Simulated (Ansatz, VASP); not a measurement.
## Ga3H2N3: VASP beside Ansatz

Contents of INCAR:

```
SYSTEM = Ga3H2N3
PREC     = Accurate       ! precision mode
ENCUT    = 520            ! plane-wave cutoff, eV
EDIFF    = 1E-6           ! SCF threshold, eV
ISMEAR   = 0              ! smearing method
SIGMA    = 0.05           ! smearing width, eV
LREAL    = Auto         
LASPH    = .True.         ! aspherical terms in the spheres
NELM     = 60             ! most SCF steps
ALGO     = Normal         ! electronic algorithm
ISIF     = 2              ! what is computed and relaxed
LWAVE    = .False.        ! write WAVECAR
LCHARG   = .False.        ! write CHGCAR
LDIPOL   = .True.       
IDIPOL   = 3            
DIPOL    = 0.5 0.5 0.464
GGA      = PE             ! functional
IVDW     = 12             ! dispersion correction
NBANDS   = 134            ! bands
```

File KPOINTS:

```
Automatic mesh
0
Gamma
  3 3 1
  0 0 0
```

The input POSCAR:

```
Ga3H2N3
1.0
    6.3931260388      0.0000000000      0.0000000000
    0.0000000000      5.2085710424      0.0000000000
    0.0000000000      0.0000000000     27.3869746562
Ga N H
12 12 8
Direct
    0.5000000000      0.0008110328      0.3455583735
    0.0000000000      0.0008110328      0.3455583735
    0.7500000000      0.5008110328      0.3792520645
    0.2500000000      0.5008110328      0.3792520645
    0.7500000000      0.0008110328      0.4466394464
    0.2500000000      0.0008110328      0.4466394464
   -0.0000058658      0.5002913453      0.4809984446
    0.4999803744      0.5002859901      0.4809980519
   -0.0000969292     -0.0030877340      0.5474974509
    0.4998433538     -0.0030747592      0.5474596259
    0.2498701523      0.5108843203      0.5846742550
    0.7498821731      0.5107692461      0.5846384656
    0.5000000000      0.6241889672      0.3455583735
    0.0000000000      0.6241889672      0.3455583735
    0.7500000000      0.1241889672      0.3792520645
    0.2500000000      0.1241889672      0.3792520645
    0.7500000000      0.6241889672      0.4466394464
    0.2500000000      0.6241889672      0.4466394464
   -0.0000098205      0.1236970391      0.4809111233
    0.4999667817      0.1237156516      0.4808847777
   -0.0001016922      0.6230852106      0.5481407399
    0.4998753128      0.6230995591      0.5481541826
    0.2499768872      0.1298970913      0.5801095153
    0.7497507098      0.1297818417      0.5800653172
    0.4999999635      0.0969356798      0.2908548674
   -0.0000092040      0.0969287507      0.2908541176
    0.4999987186      0.5572688342      0.3103955965
   -0.0000014052      0.5572657398      0.3103958196
    0.2495622420      0.6028444067      0.6393077039
    0.7501842899      0.6018848340      0.6393140810
    0.2499346086      0.0599069486      0.6151368780
    0.7493521242      0.0598793562      0.6150963791
```

Input for Ansatz:

```yaml
crystal:
  lattice:
    - [6.3931260388, 0.0, 0.0]
    - [0.0, 5.2085710424, 0.0]
    - [0.0, 0.0, 27.3869746562]
  atoms:
    - { symbol: Ga, position: [0.5, 0.0008110328, 0.3455583735] }
    - { symbol: Ga, position: [0.0, 0.0008110328, 0.3455583735] }
    - { symbol: "N", position: [0.5, 0.6241889672, 0.3455583735] }
    - { symbol: "N", position: [0.0, 0.6241889672, 0.3455583735] }
    - { symbol: Ga, position: [0.75, 0.5008110328, 0.3792520645] }
    - { symbol: Ga, position: [0.25, 0.5008110328, 0.3792520645] }
    - { symbol: "N", position: [0.75, 0.1241889672, 0.3792520645] }
    - { symbol: "N", position: [0.25, 0.1241889672, 0.3792520645] }
    - { symbol: Ga, position: [0.75, 0.0008110328, 0.4466394464] }
    - { symbol: Ga, position: [0.25, 0.0008110328, 0.4466394464] }
    - { symbol: "N", position: [0.75, 0.6241889672, 0.4466394464] }
    - { symbol: "N", position: [0.25, 0.6241889672, 0.4466394464] }
    - { symbol: Ga, position: [-5.8658e-06, 0.5002913453, 0.4809984446] }
    - { symbol: Ga, position: [0.4999803744, 0.5002859901, 0.4809980519] }
    - { symbol: "N", position: [-9.8205e-06, 0.1236970391, 0.4809111233] }
    - { symbol: "N", position: [0.4999667817, 0.1237156516, 0.4808847777] }
    - { symbol: Ga, position: [-9.69292e-05, -0.003087734, 0.5474974509] }
    - { symbol: Ga, position: [0.4998433538, -0.0030747592, 0.5474596259] }
    - { symbol: "N", position: [-0.0001016922, 0.6230852106, 0.5481407399] }
    - { symbol: "N", position: [0.4998753128, 0.6230995591, 0.5481541826] }
    - { symbol: Ga, position: [0.2498701523, 0.5108843203, 0.584674255] }
    - { symbol: Ga, position: [0.7498821731, 0.5107692461, 0.5846384656] }
    - { symbol: "N", position: [0.2499768872, 0.1298970913, 0.5801095153] }
    - { symbol: "N", position: [0.7497507098, 0.1297818417, 0.5800653172] }
    - { symbol: H, position: [0.4999999635, 0.0969356798, 0.2908548674] }
    - { symbol: H, position: [-9.204e-06, 0.0969287507, 0.2908541176] }
    - { symbol: H, position: [0.4999987186, 0.5572688342, 0.3103955965] }
    - { symbol: H, position: [-1.4052e-06, 0.5572657398, 0.3103958196] }
    - { symbol: H, position: [0.249562242, 0.6028444067, 0.6393077039] }
    - { symbol: H, position: [0.7501842899, 0.601884834, 0.639314081] }
    - { symbol: H, position: [0.2499346086, 0.0599069486, 0.615136878] }
    - { symbol: H, position: [0.7493521242, 0.0598793562, 0.6150963791] }
basis:
  ecutwfc: 420
kpoints:
  mp_grid: { grid: [3, 3, 1] }
hamiltonian:
  xc: pbe
  dispersion: d3bj
scf:
  occupations: { method: gaussian, width: 0.05 }
output:
  forces: true
  eigenvalues: true
  write_density: true
  volumetric_format: npy
efield:
  axis: 3
  dipole_correction: true
  ramp_width: 0.04
```

Alike in both runs: task single point; functional PBE; dispersion D3(BJ); k mesh 3 × 3 × 1; occupations gaussian, width 0.05 eV; no spin polarisation.

|  | VASP | Ansatz |
| --- | --- | --- |
| version | VASP 6.6.1 | Ansatz 0.2.0 |
| potentials or method | VASP PAW PBE potentials, release 64 (Ga_d, N, H), cutoff 520 eV | scalar-relativistic, plane waves, PAW |
| valence electrons in the cell | 224 | 224 |

Ansatz gave:

| Item | Value |
| --- | --- |
| gap on the k mesh at the Fermi level (eV) | 3.01 |
| least direct gap on the mesh (eV) | 3.01 |
| rms of the force components (eV/Å) | 0.219 |

Problem. What did VASP give for the same quantities?

Solution. gap on the k mesh at the Fermi level (eV): 3.02; least direct gap on the mesh (eV): 3.02; rms of the force components (eV/Å): 0.222.
